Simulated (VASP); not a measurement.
# LiNbO3 (R3c) in VASP: further runs

LiNbO3 is run at these levels: PBE; tasks: single point.

Everything below comes from runs of VASP 6.6.1. Logs are shortened: lines on timing, memory, paths and dates and some standing lists are left out, and cuts for length are marked.

## (1) The cell of the first run

The structure is trigonal, space group R3c (No. 161). The conventional cell has a = 5.185 Å, b = 5.185 Å, c = 12.922 Å, α = 90.00°, β = 90.00°, γ = 120.00°. Li (site symmetry 3) has 6 O at 2.06 to 2.18 Å within 2.7 Å. Within 2.5 Å of Nb (site symmetry 3) lie 6 O at 1.85 to 2.08 Å. Within 2.5 Å of O (site symmetry 1) lie 2 Nb at 1.85 to 2.08 Å and 2 Li at 2.06 to 2.18 Å.

## (2) Single point, PBE (volume 10.027 Å^3 an atom, c/a of the conventional cell 2.4925)

Contents of INCAR:

```
SYSTEM = LiNbO3
PREC = Accurate ; ENCUT = 520
EDIFF = 1E-6 ; ISMEAR = 0
SIGMA = 0.05 ; LREAL = .FALSE.
LASPH = .TRUE. ; NELM = 100
ALGO = Normal ; ISIF = 2
LWAVE = .FALSE. ; LCHARG = .FALSE.
GGA = PE ; NBANDS = 45
```

Contents of KPOINTS:

```
regular mesh
0
G
  6 6 6
  0 0 0
```

Contents of POSCAR:

```
LiNbO3
1.0
    2.5922616086      1.4966429375      4.3074747062
   -2.5922616086      1.4966429375      4.3074747062
    0.0000000000     -2.9932858750      4.3074747063
Li Nb O
2 2 6
Direct
    0.2815913687      0.2815913687      0.2815913687
    0.7815913687      0.7815913687      0.7815913687
    0.0004900497      0.0004900497      0.0004900497
    0.5004900497      0.5004900497      0.5004900497
    0.1104619503      0.3580262714      0.7211003599
    0.7211003599      0.1104619503      0.3580262714
    0.3580262714      0.7211003599      0.1104619503
    0.2211003599      0.8580262714      0.6104619503
    0.8580262714      0.6104619503      0.2211003599
    0.6104619503      0.2211003599      0.8580262714
```

Potentials or basis: VASP PAW PBE potentials, release 64 (Li_sv, Nb_sv, O).

Command:

```console
cat potpaw_PBE.64/Li_sv/POTCAR potpaw_PBE.64/Nb_sv/POTCAR potpaw_PBE.64/O/POTCAR > POTCAR
mpirun -np 1 vasp_std > vasp.out
```

OUTCAR:

```text
SYSTEM = LiNbO3
   PREC = Accurate
   ENCUT = 520
   EDIFF = 1E-6
   ISMEAR = 0
   LREAL = .FALSE.
   LASPH = .TRUE.
   NELM = 100
   ISIF = 2
   GGA = PE

 ion  position               nearest neighbor table
   1  0.282  0.282  0.282-   8 2.06  10 2.06   9 2.06   7 2.18   6 2.18   5 2.18
   2  0.782  0.782  0.782-   7 2.06   6 2.06   5 2.06   8 2.18  10 2.18   9 2.18
   3  0.000  0.000  0.000-   5 1.85   6 1.85   7 1.85   9 2.08   8 2.08  10 2.08
   4  0.500  0.500  0.500-   9 1.85  10 1.85   8 1.85   5 2.08   7 2.08   6 2.08
   5  0.110  0.358  0.721-   3 1.85   2 2.06   4 2.08   1 2.18
   6  0.721  0.110  0.358-   3 1.85   2 2.06   4 2.08   1 2.18
   7  0.358  0.721  0.110-   3 1.85   2 2.06   4 2.08   1 2.18
   8  0.221  0.858  0.610-   4 1.85   1 2.06   3 2.08   2 2.18
   9  0.858  0.610  0.221-   4 1.85   1 2.06   3 2.08   2 2.18
  10  0.610  0.221  0.858-   4 1.85   1 2.06   3 2.08   2 2.18

  LATTYP: Found a trigonal (rhomboedric) cell.
 ALAT       =     5.2453883245
 COS(alpha) =     0.5115362254

  Lattice vectors:

 A1 = (   2.5922616086,   1.4966429375,   4.3074747062)
 A2 = (  -2.5922616086,   1.4966429375,   4.3074747062)
 A3 = (   0.0000000000,  -2.9932858750,   4.3074747063)

Analysis of symmetry for initial positions (statically):
=====================================================================
 Subroutine PRICEL returns:
 Original cell was already a primitive cell.

 Routine SETGRP: Setting up the symmetry group for a
 trigonal (rhombohedral) supercell.

 Subroutine GETGRP returns: Found  6 space group operations
 (whereof  3 operations were pure point group operations)
 out of a pool of 12 trial point group operations.

The static configuration has the point symmetry C_3 .
 The point group associated with its full space group is C_3v.

Analysis of symmetry for dynamics (positions and initial velocities):
=====================================================================
 Subroutine PRICEL returns:
 Original cell was already a primitive cell.

 Routine SETGRP: Setting up the symmetry group for a
 trigonal (rhombohedral) supercell.

 Subroutine GETGRP returns: Found  6 space group operations
 (whereof  3 operations were pure point group operations)
 out of a pool of 12 trial point group operations.

The dynamic configuration has the point symmetry C_3 .
 The point group associated with its full space group is C_3v.

 Subroutine INISYM returns: Found  6 space group operations
 (whereof  3 operations are pure point group operations),
 and found     1 'primitive' translations

----------------------------------------------------------------------------------------

                                     Primitive cell

  volume of cell :     100.2700

  direct lattice vectors                    reciprocal lattice vectors
     2.592261609  1.496642938  4.307474706     0.192881767  0.111360340  0.077384861
    -2.592261609  1.496642938  4.307474706    -0.192881767  0.111360340  0.077384861
     0.000000000 -2.993285875  4.307474706     0.000000000 -0.222720680  0.077384861

  length of vectors
     5.245388324  5.245388324  5.245388325     0.235781505  0.235781505  0.235781505

  position of ions in fractional coordinates (direct lattice)
     0.281591369  0.281591369  0.281591369
     0.781591369  0.781591369  0.781591369
     0.000490050  0.000490050  0.000490050
     0.500490050  0.500490050  0.500490050
     0.110461950  0.358026271  0.721100360
     0.721100360  0.110461950  0.358026271
     0.358026271  0.721100360  0.110461950
     0.221100360  0.858026271  0.610461950
     0.858026271  0.610461950  0.221100360
     0.610461950  0.221100360  0.858026271

  ion indices of the primitive-cell ions
   primitive index   ion index
                 1           1
                 2           2
                 3           3
                 4           4
                 5           5
                 6           6
                 7           7
                 8           8
                 9           9
                10          10

----------------------------------------------------------------------------------------

 KPOINTS: regular mesh

Automatic generation of k-mesh.
 Grid dimensions read from file:
 generate k-points for:    6    6    6

 Generating k-lattice:

  Cartesian coordinates                     Fractional coordinates (reciprocal lattice)
     0.032146961  0.018560057  0.012897477     0.166666667  0.000000000 -0.000000000
    -0.032146961  0.018560057  0.012897477     0.000000000  0.166666667 -0.000000000
     0.000000000 -0.037120113  0.012897477    -0.000000000 -0.000000000  0.166666667

  Length of vectors
     0.039296918  0.039296918  0.039296918

  Shift w.r.t. Gamma in fractional coordinates (k-lattice)
     0.000000000  0.000000000  0.000000000

 Subroutine IBZKPT returns following result:
 ===========================================

 Found     32 irreducible k-points:

 Following reciprocal coordinates:
            Coordinates               Weight
  0.000000  0.000000  0.000000      1.000000
  0.166667  0.000000 -0.000000      6.000000
  0.333333 -0.000000 -0.000000      6.000000
  0.500000  0.000000  0.000000      3.000000
  0.166667  0.166667 -0.000000      6.000000
  0.333333  0.166667  0.000000     12.000000
[... 16 lines left out ...]
  0.500000  0.500000  0.166667      6.000000
 -0.333333  0.500000  0.166667     12.000000
 [... further k-points ...]
   k-points           NKPTS =     32   k-points in BZ     NKDIM =     32   number of bands    NBANDS=     45
   number of dos      NEDOS =    301   number of ions     NIONS =     10
   total plane-waves  NPLWV =  64000
   dimension x,y,z NGX =    40 NGY =   40 NGZ =   40
   dimension x,y,z NGXF=    80 NGYF=   80 NGZF=   80
   ions per type =               2   2   6
   NGX,Y,Z   is equivalent  to a cutoff of  12.68, 12.68, 12.68 a.u.
   NGXF,Y,Z  is equivalent  to a cutoff of  25.35, 25.35, 25.35 a.u.
 SYSTEM =  LiNbO3
   PREC   = accura    normal or accurate (medium, high low for compatibility)
   ISTART =      0    job   : 0-new  1-cont  2-samecut
   ICHARG =      2    charge: 1-file 2-atom 10-const
   ISPIN  =      1    spin polarized calculation?
   LNONCOLLINEAR =      F non collinear calculations
   LSORBIT =      F    spin-orbit coupling
   LASPH  =      T    aspherical Exc in radial PAW
   ENCUT  =  520.0 eV  38.22 Ry    6.18 a.u.   9.75  9.75  9.75*2*pi/ulx,y,z
   NELM   =    100;   NELMIN=  2; NELMDL= -5     # of ELM steps
   EDIFF  = 0.1E-05   stopping-criterion for ELM
   LREAL  =      F    real-space projection
   EDIFFG = 0.1E-04   stopping-criterion for IOM
   NSW    =      0    number of steps for IOM
   IBRION =     -1    ionic relax: 0-MD 1-quasi-New 2-CG
   NFREE  =      0    steps in history (QN), initial steepest desc. (CG)
   ISIF   =      2    stress and relaxation
   ISYM   =      2    0-nonsym 1-usesym 2-fastsym
   POTIM  = 0.5000    time-step for ionic-motion
   TEBEG  =    0.0;   TEEND  =   0.0 temperature during run
   PSTRESS=    0.0 pullay stress
   NELECT =      68.0000    total number of electrons
   NUPDOWN=      -1.0000    fix difference up-down
   EMIN   =  10.00;   EMAX   =-10.00  energy-range for DOS
   EFERMI =   0.00;   METHOD = LEGACY
   ISMEAR =     0;   SIGMA  =   0.05  broadening in eV -4-tet -1-fermi 0-gaus
   EFERMI_NEDOS =   21; number of points for ismear=-14 and -15
   IALGO  =     38    algorithm
   IMIX   =      4    mixing-type and parameters
     AMIX     =   0.40;   BMIX     =  1.00
     AMIX_MAG =   1.60;   BMIX_MAG =  1.00
  volume/ion in A,a.u.               =      10.03        67.67
  Fermi-wavevector in a.u.,A,eV,Ry     =   1.438315  2.718022 28.147069  2.068751
  Thomas-Fermi vector in A             =   2.557296
   LORBIT       =      0    0 simple, 1 ext, 2 COOP (PROOUT), +10 PAW based schemes
   GGA     = PE    functional components
   LHFCALC =     F    Hartree Fock is set to
   AEXX    =    0.0000 exact exchange contribution
   IVDW    =     0    specifies the selected vdW correction
   LEPSILON=     F    determine dielectric tensor
   LRPA    =     F    only Hartree local field effects (RPA)
 non-spin polarized calculation
 Gauss-broadening in eV      SIGMA  =   0.05
  energy-cutoff  :      520.00
  volume of cell :      100.27
 maximum number of plane-waves:      2717
   NGX = 19   NGY = 19   NGZ = 19

 number of electron      68.0000006 magnetization

 Free energy of the ion-electron system (eV)
  ---------------------------------------------------
  ext. energy  EPLUGINS =         0.00000000
  ---------------------------------------------------
  free energy    TOTEN  =       -79.41760437 eV

  energy without entropy =      -79.41760437  energy(sigma->0) =      -79.41760437

 E-fermi :   4.3446     XC(G=0): -11.1013

 val. band max:        4.0996695809   @ k =   0.1667   0.1667   0.1667
 cond. band min:       7.9050395092   @ k =   0.5000   0.3333  -0.0000
 fundamental gap:      3.8053699282
 Fermi energy:         4.3446288314

 k-point     1 :       0.0000    0.0000    0.0000
  band No.  band energies     occupation
      1     -49.8086      2.00000
      2     -49.7871      2.00000
      3     -38.4808      2.00000
      4     -38.4773      2.00000
      5     -26.2350      2.00000
      6     -26.2350      2.00000
[... 37 lines left out ...]
     44      14.7171      0.00000
     45      14.7713      0.00000

 k-point     2 :       0.1667    0.0000   -0.0000
  band No.  band energies     occupation
      1     -49.8072      2.00000
      2     -49.7885      2.00000
      3     -38.4805      2.00000
      4     -38.4775      2.00000
      5     -26.2227      2.00000
      6     -26.2211      2.00000
[... 1048 lines left out ...]
 k-point    24 :      -0.3333    0.5000    0.1667
  band No.  band energies     occupation
      1     -49.7996      2.00000
      2     -49.7960      2.00000
      3     -38.4795      2.00000
      4     -38.4788      2.00000
      5     -26.2363      2.00000
      6     -26.2342      2.00000
[... 37 lines left out ...]
     44      14.2405      0.00000
     45      14.8914      0.00000

 [... further k-points ...]

------------------------ aborting loop because EDIFF is reached ----------------------------------------

  FORCE on cell =-STRESS in cart. coord.  units (eV):
  Direction    XX          YY          ZZ          XY          YZ          ZX
  --------------------------------------------------------------------------------------
  -------------------------------------------------------------------------------------
  Total        8.4805047      8.4805047     15.1694662      0.0000000     -0.0000000      0.0000000
  in kB      135.5068559    135.5068559    242.3873028      0.0000000     -0.0000000      0.0000000
  external PRESSURE =     171.1336716 kB  Pullay stress =       0.0000000 kB

 VOLUME and BASIS-vectors are now :
 -----------------------------------------------------------------------------
  energy-cutoff  :      520.00
  volume of cell :      100.27
      direct lattice vectors                 reciprocal lattice vectors
     2.592261609  1.496642938  4.307474706     0.192881767  0.111360340  0.077384861
    -2.592261609  1.496642938  4.307474706    -0.192881767  0.111360340  0.077384861
     0.000000000 -2.993285875  4.307474706     0.000000000 -0.222720680  0.077384861

 POSITION                                       TOTAL-FORCE (eV/Angst)
 -----------------------------------------------------------------------------------
      0.00000      0.00000      3.63884         0.000000     -0.000000     -0.188004
      0.00000      0.00000     10.10006         0.000000     -0.000000     -0.188004
      0.00000      0.00000      0.00633         0.000000     -0.000000     -0.400288
      0.00000      0.00000      6.46754         0.000000     -0.000000     -0.400288
     -0.64175     -1.45730      5.12412        -0.510348      0.680874      0.196097
      1.58293      0.17288      5.12412        -0.334480     -0.782412      0.196097
     -0.94118      1.28442      5.12412         0.844828      0.101537      0.196097
     -1.65108     -0.21222      7.27786        -0.844828      0.101537      0.196097
      0.64175      1.53599      7.27786         0.510348      0.680874      0.196097
      1.00933     -1.32377      7.27786         0.334480     -0.782412      0.196097
 -----------------------------------------------------------------------------------
    total drift:                               -0.000000      0.000000     -0.001339

  FREE ENERGIE OF THE ION-ELECTRON SYSTEM (eV)
  ---------------------------------------------------
  free  energy   TOTEN  =       -79.4176043662 eV

  energy  without entropy=      -79.4176043662  energy(sigma->0) =      -79.41760437
```

Run time: 84 s. Hardware: 1 thread of AMD EPYC 9R45 (Zen 5), shared host; peak memory 0.27 GiB.

Results:

```
Free energy            : -79.4176 eV
Largest force          : 0.873 eV/Å
Band gap on the k mesh : 3.81 eV, indirect (least direct gap 3.86 eV)
```

Forces in eV/Å, atoms in the order of the input:
```
Li   0.000  0.000 -0.188
Li   0.000  0.000 -0.188
Nb   0.000  0.000 -0.400
Nb   0.000  0.000 -0.400
O   -0.510  0.681  0.196
O   -0.334 -0.782  0.196
O    0.845  0.102  0.196
O   -0.845  0.102  0.196
O    0.510  0.681  0.196
O    0.334 -0.782  0.196
```

Caveat: the cutoff is under 1.25 times the usual one of these potentials, so pressure, stress and relaxed cells hold a basis-set (Pulay) error.

(Part 1 of 3 ends here.)
